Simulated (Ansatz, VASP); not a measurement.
**ZnS in VASP and in Ansatz**

```
Zn S
1.0
     0.00000    2.64721    2.75025
     2.64721    0.00000    2.75025
     2.64721    2.64721    0.00000
Zn S
1 1
Direct
  0.00000 0.00000 0.00000
  0.25000 0.25000 0.25000
```

Change from the starting cell: epitaxial_xy strain -1.7%.

Alike in both runs: task single point; functional HSE06; k mesh 6 × 6 × 6; no spin polarisation.

|  | VASP | Ansatz |
| --- | --- | --- |
| version | VASP 6.6.1 | Ansatz 0.2.0 |
| potentials or method | VASP PAW PBE potentials, release 64 (Zn, S) | plane waves, PAW |
| plane-wave cutoff (eV) | 400 | 420 |
| occupations | gaussian, width 0.01 eV | fixed |
| valence electrons in the cell | 18 | 18 |

Ansatz gave:

| Item | Value |
| --- | --- |
| gap on the k mesh at the Fermi level (eV) | 3.39 |
| pressure (GPa) | 2.8 |
| traceless stress, the component that is largest in VASP (GPa) | -1.13 |

Task: Which values does VASP return?

Result: gap on the k mesh at the Fermi level (eV): 3.38; pressure (GPa): 2.5; traceless stress, the component that is largest in VASP (GPa): -1.13.

Ansatz's warnings: stress exchange threshold loose, stress scf threshold loose.
